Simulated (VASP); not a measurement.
Input of a VASP 6.6.1 run:

INCAR

```
PREC = Accurate
ENCUT = 520
EDIFF = 1E-7
ISMEAR = 0
SIGMA = 0.05
LREAL = False
LASPH = True
NELM = 80
ALGO = Normal
ISIF = 2
LWAVE = False
LCHARG = False
GGA = PE
NBANDS = 24
```

File KPOINTS:

```
Automatic mesh
0
Gamma
  8 8 8
```

Contents of POSCAR:

```
CeC
1.0
    0.0001450857      2.7472044794      2.7440853349
    2.7448207259     -0.0001049262      2.7443353469
    5.4898115084      5.4950790391     -0.0003799088
Ce C
2 2
Direct
   -0.0094018660     -0.0025087578      0.0025378087
   -0.0094838425     -0.0024663134      0.5025390784
    0.2405868065      0.2474764242      0.1275577401
    0.2404625625      0.2475438369      0.6275617775
```

Potentials or basis: VASP PAW PBE potentials, release 64 (Ce, C).

Run with:

```sh
$ cat potpaw_PBE.64/Ce/POTCAR potpaw_PBE.64/C/POTCAR > POTCAR
$ mpirun -np 1 vasp_std > vasp.out
```

**Question.** Predict the band gap on the k mesh.

**Answer.** 0.16 eV.

**Question.** Estimate the pressure.

**Answer.** -0.1 GPa.

Caveat: spin-orbit coupling is left out, which moves the levels of the heavy elements; semilocal functionals describe open f shells poorly, which spoils levels, moments and volumes. Spin polarisation is off, so any magnetic state and its effect on volume and gap are missing.
